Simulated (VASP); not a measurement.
Write the native input for VASP 6.6.1 that does the following.

```
Task                   : electric field gradients
Functional             : r2SCAN
Potentials or basis    : VASP PAW PBE potentials, release 64 (Cu, O)
Cutoff                 : 520 eV
k mesh                 : 16 × 16 × 16
Occupations            : fermi-dirac, width 0.05 eV
Spin                   : no spin polarisation
Dipole correction      : no
Further INCAR settings : ALGO = Normal; EDIFF = 1e-08; NBANDS = 16
```

The system is CuO (zincblende type).

```
CELL_PARAMETERS angstrom
0.00000 2.26180 2.26180
2.26180 0.00000 2.26180
2.26180 2.26180 0.00000
ATOMIC_POSITIONS crystal
Cu 0.00000 0.00000 0.00000
O 0.25000 0.25000 0.25000
```

The input as run:

POSCAR

```
CuO
1.0
    0.0000000000      2.2618016073      2.2618016073
    2.2618016073      0.0000000000      2.2618016073
    2.2618016073      2.2618016073      0.0000000000
Cu O
1 1
Direct
    0.0000000000      0.0000000000      0.0000000000
    0.2500000000      0.2500000000      0.2500000000
```

INCAR.step1

```
SYSTEM = CuO
PREC = Accurate ; ENCUT = 520
ISMEAR = -1 ; SIGMA = 0.05
LREAL = .FALSE. ; LASPH = .TRUE.
NELM = 60 ; NBANDS = 16
GGA = PE ; ALGO = Normal
EDIFF = 1E-4 ; LWAVE = .TRUE.
LCHARG = .FALSE.
```

INCAR.step2

```
SYSTEM = CuO
PREC = Accurate ; ENCUT = 520
EDIFF = 1E-8 ; ISMEAR = -1
SIGMA = 0.05 ; LREAL = .FALSE.
LASPH = .TRUE. ; NELM = 60
ALGO = Normal ; ISIF = 2
LWAVE = .FALSE. ; LCHARG = .FALSE.
METAGGA = R2SCAN ; LMIXTAU = .TRUE.
LEFG = .TRUE. ; NBANDS = 16
ISTART = 1
```

KPOINTS

```
Automatic mesh
0
G
  16 16 16
  0 0 0
```

Potentials or basis: VASP PAW PBE potentials, release 64 (Cu, O).

The run is started by

```sh
$ cat potpaw_PBE.64/Cu/POTCAR potpaw_PBE.64/O/POTCAR > POTCAR
$ cp INCAR.step1 INCAR
$ mpirun -np 1 vasp_std > vasp.out
$ cp INCAR.step2 INCAR
$ mpirun -np 1 vasp_std > vasp.out
```

It gave:

```
Pressure                                : -5.2 GPa
Band gap on the k mesh                  : zero (an odd number of electrons rules out a gap without spin polarisation)
Largest electric field gradient by atom : zero within the noise of the run
```

Caveat: the cell stands under tension; the PAW data sets were made with another functional, which shifts forces and pressure a little; an odd number of electrons without spin polarisation forces a metal; a magnetic or distorted state may lie lower; semilocal functionals often make such compounds metallic where correlation or magnetic order opens a gap, which also shifts bond lengths.

Wall time 4.8 min on 1 thread of Intel Xeon 8259CL (shared host), peak memory 0.18 GiB.
